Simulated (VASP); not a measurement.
# CdS in VASP: notebook

The runs below take CdS through single point, with r2SCAN.

All numbers are computed with VASP 6.6.1; they aren't measurements. Logs are shortened: lines on timing, memory, paths and dates and some standing lists are left out, and cuts for length are marked.

## (1) The cell of the first run

Symmetry: Cm, No. 8, monoclinic system. Conventional cell: a = 5.454 Å, b = 5.454 Å, c = 3.856 Å, α = 90.00°, β = 135.00°, γ = 90.00°. Within 3.4 Å of Cd (site symmetry m) lie 6 S at 2.57 to 2.88 Å. S (site symmetry m) has 6 Cd at 2.57 to 2.88 Å within 3.4 Å.

## (2) Single point, r2SCAN (mode 4 frozen in at -0.122 Å and mode 5 at -0.041 Å (largest displacements))

The input, POSCAR:

```
CdS
1.0
    0.0000000000      2.7269062253      2.7269062253
    2.7269062253      0.0000000000      2.7269062253
    2.7269062253      2.7269062253      0.0000000000
Cd S
1 1
Direct
   -0.0042461853      0.0042461853      0.0084923707
    0.5148886675      0.4851113325      0.4702226651
```

The input, INCAR.step1:

```
PREC = Accurate ; ENCUT = 520
ISMEAR = 0 ; SIGMA = 0.05
LREAL = F ; LASPH = T
NELM = 100 ; NBANDS = 16
GGA = PE ; ALGO = Normal
EDIFF = 1E-4 ; LWAVE = T
LCHARG = F
```

The input, INCAR.step2:

```
PREC = Accurate ; ENCUT = 520
EDIFF = 1E-6 ; ISMEAR = 0
SIGMA = 0.05 ; LREAL = F
LASPH = T ; NELM = 100
ALGO = Normal ; ISIF = 2
LWAVE = F ; LCHARG = F
METAGGA = R2SCAN ; LMIXTAU = T
NBANDS = 16 ; ISTART = 1
```

The input, KPOINTS:

```
Automatic mesh
0
Gamma
  8 8 8
```

Potentials or basis: VASP PAW PBE potentials, release 64 (Cd, S).

Command:

```console
$ cat potpaw_PBE.64/Cd/POTCAR potpaw_PBE.64/S/POTCAR > POTCAR
$ cp INCAR.step1 INCAR
$ mpirun -np 1 vasp_std > vasp.out
$ cp INCAR.step2 INCAR
$ mpirun -np 1 vasp_std > vasp.out
```

OUTCAR:

```text
PREC = Accurate
   ENCUT = 520
   EDIFF = 1E-6
   ISMEAR = 0
   LREAL = F
   LASPH = T
   NELM = 100
   ISIF = 2
   METAGGA = R2SCAN
   ISTART = 1

 ion  position               nearest neighbor table
   1  0.996  0.004  0.008-   2 2.57   2 2.68   2 2.73   2 2.73   2 2.78   2 2.88
   2  0.515  0.485  0.470-   1 2.57   1 2.68   1 2.73   1 2.73   1 2.78   1 2.88

  LATTYP: Found a face centered cubic cell.
 ALAT       =     5.4538124506

  Lattice vectors:

 A1 = (   0.0000000000,   2.7269062253,   2.7269062253)
 A2 = (   2.7269062253,   0.0000000000,   2.7269062253)
 A3 = (   2.7269062253,   2.7269062253,   0.0000000000)

Analysis of symmetry for initial positions (statically):
=====================================================================
 Subroutine PRICEL returns:
 Original cell was already a primitive cell.

 Routine SETGRP: Setting up the symmetry group for a
 face centered cubic supercell.

 Subroutine GETGRP returns: Found  2 space group operations
 (whereof  2 operations were pure point group operations)
 out of a pool of 48 trial point group operations.

The static configuration has the point symmetry C_1h.

Analysis of symmetry for dynamics (positions and initial velocities):
=====================================================================
 Subroutine PRICEL returns:
 Original cell was already a primitive cell.

 Routine SETGRP: Setting up the symmetry group for a
 face centered cubic supercell.

 Subroutine GETGRP returns: Found  2 space group operations
 (whereof  2 operations were pure point group operations)
 out of a pool of 48 trial point group operations.

The dynamic configuration has the point symmetry C_1h.

 Subroutine INISYM returns: Found  2 space group operations
 (whereof  2 operations are pure point group operations),
 and found     1 'primitive' translations

----------------------------------------------------------------------------------------

                                     Primitive cell

  volume of cell :      40.5546

  direct lattice vectors                    reciprocal lattice vectors
     0.000000000  2.726906225  2.726906225    -0.183357974  0.183357974  0.183357974
     2.726906225  0.000000000  2.726906225     0.183357974 -0.183357974  0.183357974
     2.726906225  2.726906225  0.000000000     0.183357974  0.183357974 -0.183357974

  length of vectors
     3.856427767  3.856427767  3.856427767     0.317585326  0.317585326  0.317585326

  position of ions in fractional coordinates (direct lattice)
     0.995753815  0.004246185  0.008492371
     0.514888668  0.485111332  0.470222665

  ion indices of the primitive-cell ions
   primitive index   ion index
                 1           1
                 2           2

----------------------------------------------------------------------------------------

 KPOINTS: Automatic mesh

Automatic generation of k-mesh.
 Grid dimensions read from file:
 generate k-points for:    8    8    8

 Generating k-lattice:

  Cartesian coordinates                     Fractional coordinates (reciprocal lattice)
    -0.022919747  0.022919747  0.022919747     0.125000000  0.000000000  0.000000000
     0.022919747 -0.022919747  0.022919747     0.000000000  0.125000000  0.000000000
     0.022919747  0.022919747 -0.022919747     0.000000000  0.000000000  0.125000000

  Length of vectors
     0.039698166  0.039698166  0.039698166

  Shift w.r.t. Gamma in fractional coordinates (k-lattice)
     0.000000000  0.000000000  0.000000000

 Subroutine IBZKPT returns following result:
 ===========================================

 Found    150 irreducible k-points:

 Following reciprocal coordinates:
            Coordinates               Weight
  0.000000  0.000000  0.000000      1.000000
  0.125000  0.000000  0.000000      4.000000
  0.000000  0.000000  0.125000      4.000000
  0.250000  0.000000  0.000000      4.000000
  0.000000  0.000000  0.250000      4.000000
  0.375000  0.000000  0.000000      4.000000
[... 16 lines left out ...]
  0.000000  0.125000  0.375000      4.000000
 -0.125000  0.250000 -0.125000      4.000000
 [... further k-points ...]
   k-points           NKPTS =    150   k-points in BZ     NKDIM =    150   number of bands    NBANDS=     16
   number of dos      NEDOS =    301   number of ions     NIONS =      2
   total plane-waves  NPLWV =  27000
   dimension x,y,z NGX =    30 NGY =   30 NGZ =   30
   dimension x,y,z NGXF=    60 NGYF=   60 NGZF=   60
   ions per type =               1   1
   NGX,Y,Z   is equivalent  to a cutoff of  12.93, 12.93, 12.93 a.u.
   NGXF,Y,Z  is equivalent  to a cutoff of  25.87, 25.87, 25.87 a.u.
 SYSTEM =  unknown system
   PREC   = accura    normal or accurate (medium, high low for compatibility)
   ISTART =      1    job   : 0-new  1-cont  2-samecut
   ICHARG =      0    charge: 1-file 2-atom 10-const
   ISPIN  =      1    spin polarized calculation?
   LNONCOLLINEAR =      F non collinear calculations
   LSORBIT =      F    spin-orbit coupling
   LASPH  =      T    aspherical Exc in radial PAW
   ENCUT  =  520.0 eV  38.22 Ry    6.18 a.u.   7.17  7.17  7.17*2*pi/ulx,y,z
   NELM   =    100;   NELMIN=  2; NELMDL=  0     # of ELM steps
   EDIFF  = 0.1E-05   stopping-criterion for ELM
   LREAL  =      F    real-space projection
   EDIFFG = 0.1E-04   stopping-criterion for IOM
   NSW    =      0    number of steps for IOM
   IBRION =     -1    ionic relax: 0-MD 1-quasi-New 2-CG
   NFREE  =      0    steps in history (QN), initial steepest desc. (CG)
   ISIF   =      2    stress and relaxation
   ISYM   =      2    0-nonsym 1-usesym 2-fastsym
   POTIM  = 0.5000    time-step for ionic-motion
   TEBEG  =    0.0;   TEEND  =   0.0 temperature during run
   PSTRESS=    0.0 pullay stress
   NELECT =      18.0000    total number of electrons
   NUPDOWN=      -1.0000    fix difference up-down
   EMIN   =  10.00;   EMAX   =-10.00  energy-range for DOS
   EFERMI =   0.00;   METHOD = LEGACY
   ISMEAR =     0;   SIGMA  =   0.05  broadening in eV -4-tet -1-fermi 0-gaus
   EFERMI_NEDOS =   21; number of points for ismear=-14 and -15
   IALGO  =     38    algorithm
   IMIX   =      4    mixing-type and parameters
     AMIX     =   0.40;   BMIX     =  1.00
     AMIX_MAG =   1.60;   BMIX_MAG =  1.00
  volume/ion in A,a.u.               =      20.28       136.84
  Fermi-wavevector in a.u.,A,eV,Ry     =   1.248779  2.359849 21.217580  1.559448
  Thomas-Fermi vector in A             =   2.382850
   LORBIT       =      0    0 simple, 1 ext, 2 COOP (PROOUT), +10 PAW based schemes
   METAGGA = R2SCAN    functional components
   LHFCALC =     F    Hartree Fock is set to
   AEXX    =    0.0000 exact exchange contribution
   IVDW    =     0    specifies the selected vdW correction
   LEPSILON=     F    determine dielectric tensor
   LRPA    =     F    only Hartree local field effects (RPA)
 non-spin polarized calculation
 Gauss-broadening in eV      SIGMA  =   0.05
  energy-cutoff  :      520.00
  volume of cell :       40.55
 maximum number of plane-waves:      1106
 NGX is ok and might be reduce to    30
   NGX = 15   NGY = 15   NGZ = 15

 number of electron      17.9999998 magnetization

 Free energy of the ion-electron system (eV)
  ---------------------------------------------------
  ext. energy  EPLUGINS =         0.00000000
  ---------------------------------------------------
  free energy    TOTEN  =       -29.49689247 eV

  energy without entropy =      -29.49689247  energy(sigma->0) =      -29.49689247

 E-fermi :   2.9648     XC(G=0): -10.9976

 val. band max:        2.7330352555   @ k =   0.0000   0.0000   0.5000
 cond. band min:       3.5198052669   @ k =   0.5000   0.5000   0.0000
 fundamental gap:      0.7867700114
 Fermi energy:         2.9648089449

 k-point     1 :       0.0000    0.0000    0.0000
  band No.  band energies     occupation
      1     -10.6098      2.00000
      2      -5.1629      2.00000
      3      -5.1287      2.00000
      4      -5.1259      2.00000
      5      -5.1063      2.00000
      6      -5.1058      2.00000
[... 8 lines left out ...]
     15      14.8045      0.00000
     16      15.2078      0.00000

 k-point     2 :       0.1250    0.0000    0.0000
  band No.  band energies     occupation
      1     -10.4735      2.00000
      2      -5.2153      2.00000
      3      -5.1641      2.00000
      4      -5.1238      2.00000
      5      -5.0898      2.00000
      6      -5.0860      2.00000
[... 8 lines left out ...]
     15      13.7684      0.00000
     16      14.7295      0.00000

 k-point     3 :       0.0000    0.0000    0.1250
  band No.  band energies     occupation
      1     -10.4735      2.00000
      2      -5.2126      2.00000
      3      -5.1691      2.00000
      4      -5.1315      2.00000
      5      -5.0863      2.00000
      6      -5.0824      2.00000
[... 8 lines left out ...]
     15      13.7814      0.00000
     16      14.7347      0.00000

 k-point     4 :       0.2500    0.0000    0.0000
  band No.  band energies     occupation
      1     -10.1098      2.00000
      2      -5.3256      2.00000
      3      -5.2792      2.00000
      4      -5.1680      2.00000
      5      -5.0155      2.00000
      6      -5.0145      2.00000
[... 8 lines left out ...]
     15      14.2103      0.00000
     16      14.5094      0.00000

 k-point     5 :       0.0000    0.0000    0.2500
  band No.  band energies     occupation
      1     -10.1094      2.00000
      2      -5.3252      2.00000
      3      -5.2843      2.00000
      4      -5.1798      2.00000
      5      -5.0135      2.00000
      6      -5.0113      2.00000
[... 8 lines left out ...]
     15      14.2247      0.00000
     16      14.4792      0.00000

 k-point     6 :       0.3750    0.0000    0.0000
  band No.  band energies     occupation
      1      -9.6779      2.00000
      2      -5.4151      2.00000
      3      -5.3895      2.00000
      4      -5.2720      2.00000
      5      -4.9398      2.00000
      6      -4.9387      2.00000
[... 8 lines left out ...]
     15      15.5103      0.00000
     16      15.5375      0.00000

 k-point     7 :       0.0000    0.0000    0.3750
  band No.  band energies     occupation
      1      -9.6765      2.00000
      2      -5.4249      2.00000
      3      -5.3939      2.00000
      4      -5.2826      2.00000
      5      -4.9384      2.00000
      6      -4.9372      2.00000
[... 8 lines left out ...]
     15      15.5098      0.00000
     16      15.5504      0.00000

 k-point     8 :       0.5000    0.0000    0.0000
  band No.  band energies     occupation
      1      -9.4694      2.00000
      2      -5.4383      2.00000
      3      -5.4166      2.00000
      4      -5.3694      2.00000
      5      -4.9081      2.00000
      6      -4.9065      2.00000
[... 8 lines left out ...]
     15      16.4490      0.00000
     16      16.4900      0.00000

 k-point     9 :       0.0000    0.0000    0.5000
  band No.  band energies     occupation
      1      -9.4673      2.00000
      2      -5.4570      2.00000
      3      -5.4315      2.00000
      4      -5.3653      2.00000
      5      -4.9069      2.00000
      6      -4.9059      2.00000
[... 8 lines left out ...]
     15      16.4444      0.00000
     16      16.5047      0.00000
[... 172 lines left out ...]
 k-point    19 :       0.3750    0.1250    0.0000
  band No.  band energies     occupation
      1      -9.7842      2.00000
      2      -5.3537      2.00000
      3      -5.3247      2.00000
      4      -5.1846      2.00000
      5      -4.9685      2.00000
      6      -4.9290      2.00000
[... 8 lines left out ...]
     15      16.1387      0.00000
     16      16.2121      0.00000

 k-point    20 :       0.0000    0.3750    0.1250
  band No.  band energies     occupation
      1      -9.7829      2.00000
      2      -5.3719      2.00000
      3      -5.2812      2.00000
      4      -5.2050      2.00000
      5      -4.9726      2.00000
      6      -4.9289      2.00000
[... 8 lines left out ...]
     15      16.1456      0.00000
     16      16.2156      0.00000

 k-point    21 :       0.1250    0.0000    0.3750
  band No.  band energies     occupation
      1      -9.7831      2.00000
      2      -5.3614      2.00000
      3      -5.3197      2.00000
      4      -5.2007      2.00000
      5      -4.9669      2.00000
      6      -4.9279      2.00000
[... 8 lines left out ...]
     15      16.1522      0.00000
     16      16.2122      0.00000

 k-point    22 :       0.1250    0.1250   -0.2500
  band No.  band energies     occupation
      1      -9.7836      2.00000
      2      -5.3483      2.00000
      3      -5.3169      2.00000
      4      -5.2153      2.00000
      5      -4.9652      2.00000
      6      -4.9279      2.00000
[... 8 lines left out ...]
     15      16.1400      0.00000
     16      16.1947      0.00000

 k-point    23 :       0.0000    0.1250    0.3750
  band No.  band energies     occupation
      1      -9.7817      2.00000
      2      -5.3857      2.00000
      3      -5.2855      2.00000
      4      -5.2080      2.00000
      5      -4.9713      2.00000
      6      -4.9280      2.00000
[... 8 lines left out ...]
     15      16.1633      0.00000
     16      16.2327      0.00000

 k-point    24 :      -0.1250    0.2500   -0.1250
  band No.  band energies     occupation
      1      -9.7843      2.00000
      2      -5.3464      2.00000
      3      -5.3163      2.00000
      4      -5.1981      2.00000
      5      -4.9677      2.00000
      6      -4.9294      2.00000
[... 8 lines left out ...]
     15      16.1197      0.00000
     16      16.2095      0.00000

 [... further k-points ...]

------------------------ aborting loop because EDIFF is reached ----------------------------------------

  FORCE on cell =-STRESS in cart. coord.  units (eV):
  Direction    XX          YY          ZZ          XY          YZ          ZX
  --------------------------------------------------------------------------------------
  -------------------------------------------------------------------------------------
  Total        0.7514872      0.1499395      0.0779107     -0.0367262      0.0000000      0.0000000
  in kB       29.6887271      5.9236057      3.0779900     -1.4509296      0.0000000      0.0000000
  external PRESSURE =      12.8967742 kB  Pullay stress =       0.0000000 kB

 VOLUME and BASIS-vectors are now :
 -----------------------------------------------------------------------------
  energy-cutoff  :      520.00
  volume of cell :       40.55
      direct lattice vectors                 reciprocal lattice vectors
     0.000000000  2.726906225  2.726906225    -0.183357974  0.183357974  0.183357974
     2.726906225  0.000000000  2.726906225     0.183357974 -0.183357974  0.183357974
     2.726906225  2.726906225  0.000000000     0.183357974  0.183357974 -0.183357974

 POSITION                                       TOTAL-FORCE (eV/Angst)
 -----------------------------------------------------------------------------------
      0.03474      2.73849      2.72691        -0.352154     -0.088464      0.000000
      2.60511      2.68631      2.72691         0.352154      0.088464      0.000000
 -----------------------------------------------------------------------------------
    total drift:                                0.000256      0.000171      0.000001

  FREE ENERGIE OF THE ION-ELECTRON SYSTEM (eV)
  ---------------------------------------------------
  free  energy   TOTEN  =       -29.4968924709 eV

  energy  without entropy=      -29.4968924709  energy(sigma->0) =      -29.49689247
```

Run time: 2.8 min. Hardware: 1 thread of Intel Xeon 6975P-C (Granite Rapids), shared host; peak memory 0.23 GiB.

What came out:

```
Free energy            : -29.4969 eV
Pressure               : 1.3 GPa
Largest force          : 0.363 eV/Å
Band gap on the k mesh : 0.79 eV, indirect (least direct gap 2.31 eV)
```

Forces in eV/Å, atoms in the order of the input:
```
Cd  -0.352 -0.088  0.000
S    0.352  0.088  0.000
```

Caveat: the cell differs from its parent crystal (mode 4 frozen in at -0.122 Å and mode 5 at -0.041 Å (largest displacements)); the PAW data sets were made with another functional, which shifts forces and pressure a little. A k mesh can miss the band edges.

(Part 1 of 2 ends here.)
